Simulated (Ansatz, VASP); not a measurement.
# One calculation of MnHg, two programs

```xyz
2
Lattice="3.2395 0.0000 0.0000 0.0000 3.2395 0.0000 0.0000 0.0000 3.2395" Properties=species:S:1:pos:R:3 pbc="T T T"
Mn    1.6198    1.6198    1.6198
Hg    0.0000    0.0000    0.0000
```

Alike in both runs: functional PBEsol; k mesh 12 × 12 × 12; occupations gaussian, width 0.1 eV; collinear spin.

Ansatz relaxed the structure, and its values are those at the end. VASP's run is a single point on that final structure, the one shown.

|  | VASP | Ansatz |
| --- | --- | --- |
| version | VASP 6.6.1 | Ansatz 0.2.0 |
| potentials or method | VASP PAW PBE potentials, release 64 (Mn_pv, Hg), cutoff 520 eV | scalar-relativistic, plane waves, PAW |
| valence electrons in the cell | 25 | 35 |

Ansatz gave:

- gap on the k mesh at the Fermi level (eV): none
- pressure (GPa): 0.0
- net moment per atom (μB): 1.85
- size of the moment on the site where the two differ most (μB): 0.02

Q: Which values does VASP return?

A: gap on the k mesh at the Fermi level (eV): none; pressure (GPa): 0.7; net moment per atom (μB): 1.86; size of the moment on the site where the two differ most (μB): 0.06.

VASP's potentials were made for PBE, not for PBEsol. Site moments also hang on the region over which each program counts them. A gap of «none» marks a metal or a gap that the smearing closes. VASP's potentials hold 25 valence electrons a cell and Ansatz's 35, so a difference there can come from the potentials and not from the codes.

Neither program's run includes spin-orbit coupling.
